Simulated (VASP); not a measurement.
# HfB: single point with PBEsol

Crystal: HfB.

```xyz
4
Lattice="2.5017 2.5017 0.0000 -2.5017 2.5017 0.0000 0.0000 0.0000 4.6586" Properties=species:S:1:pos:R:3 pbc="T T T"
Hf    0.0000    2.5017    0.0000
Hf    0.0000    0.0000    2.3293
B     0.0000    0.0000    0.0000
B     0.0000    2.5017    2.3293
```

This cell differs from its parent crystal: biaxial strain in the a-b plane: +4.5 %.

```json
{
  "Program": "VASP 6.6.1",
  "Task": "single point",
  "Functional": "PBEsol",
  "Potentials or basis": "VASP PAW PBE potentials, release 64 (Hf_pv, B)",
  "Cutoff": "520 eV",
  "k mesh": "16 × 16 × 12",
  "Occupations": "gaussian, width 0.1 eV",
  "Spin": "no spin polarisation",
  "Dipole correction": "no",
  "Further INCAR settings": "ALGO = Normal; EDIFF = 1e-07; NBANDS = 21"
}
```

```
Pressure               : -8.2 GPa
Band gap on the k mesh : zero (bands 13 and 14 overlap by 3.52 eV)
```

Stress tensor (GPa, compression positive):
```
-15.63   0.00   0.00
  0.00 -15.63   0.00
  0.00   0.00   6.57
```

Levels at points of the mesh, in eV from the Fermi level:
| k point | band 12 | band 13 | band 14 | band 15 | band 16 | band 17 |
| --- | --- | --- | --- | --- | --- | --- |
| (0.00, 0.00, 0.00) | 1.54 | 1.74 | 1.74 | 2.45 | 3.19 | 3.42 |
| (0.50, 0.00, 0.00) | -0.71 | -0.64 | -0.64 | 3.75 | 3.75 | 5.33 |
| (0.50, 0.50, 0.00) | -0.71 | 1.99 | 1.99 | 2.14 | 2.14 | 4.96 |
| (0.00, 0.00, 0.50) | 0.46 | 0.82 | 0.82 | 0.82 | 0.82 | 4.10 |
| (0.50, 0.00, 0.50) | -1.24 | -1.07 | -1.07 | 5.15 | 5.15 | 5.71 |
| (0.50, 0.50, 0.50) | -1.61 | -1.52 | -1.52 | 5.43 | 5.43 | 5.43 |

Wall time 8.3 min on 1 thread of Intel Xeon 8259CL, on a shared host, peak memory 0.44 GiB.

Caveat: the cell differs from its parent crystal (biaxial strain in the a-b plane: +4.5 %); the stress differs along the axes, from -16 to 7 GPa; the PAW data sets were made with another functional, which shifts forces and pressure a little; spin-orbit coupling is left out, which moves the levels of the heavy elements.
